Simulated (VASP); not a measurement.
Runs of VASP 6.6.1 on TePb. The structure is that of space group Fm-3m (No. 225), or close to it. The cells are those of the table. 

```csv
level,cell,k mesh,gap on the mesh (eV),pressure (GPa)
r2SCAN,"a = 4.712 Å, angles 60.0°, 2 atoms",6 × 6 × 6,1.20,-2.2
r2SCAN,"a = 4.527 Å, angles 60.0°, 2 atoms",6 × 6 × 6,0.95,3.0
PBE,"a = 4.598 Å, angles 60.0°, 2 atoms",6 × 6 × 6,0.77,1.2
PBE,"a = 4.621 Å, angles 60.0°, 2 atoms",8 × 8 × 8,0.80,0.6
PBE,"a = 4.550 Å, angles 60.0°, 2 atoms",6 × 6 × 6,0.71,(b)
r2SCAN,"a = 4.667 Å, angles 60.0°, 2 atoms",6 × 6 × 6,1.15,-1.2
PBE,"a = 4.691 Å, angles 60.0°, 2 atoms",6 × 6 × 6,0.88,-1.1
r2SCAN,"a = 4.621 Å, angles 60.0°, 2 atoms",8 × 8 × 8,1.09,0.0
PBE,"a = 4.645 Å, angles 60.0°, 2 atoms",6 × 6 × 6,0.83,-0.1
PBE,"a = 4.736 Å, angles 60.0°, 2 atoms",6 × 6 × 6,(a),-2.0
r2SCAN,"a = 4.575 Å, angles 60.0°, 2 atoms",6 × 6 × 6,1.03,1.4
r2SCAN,"a = 4.621 Å, angles 60.0°, 2 atoms",6 × 6 × 6,1.09,0.0
```

Alike in all rows: task single point; potentials or basis VASP PAW PBE potentials, release 64 (Pb_d, Te); no spin polarisation; cutoff (eV) 520; smearing gaussian 0.01 eV.

Estimate the missing entries.

(a) 0.93; (b) 2.7.

Caveats: spin-orbit coupling is left out, which moves the levels of the heavy elements; the PAW data sets were made with another functional, which shifts forces and pressure a little (at least some runs); the cell stands under pressure (at least some runs).

A k mesh can miss the band edges, and the runs leave out spin-orbit coupling on Pb, Te.
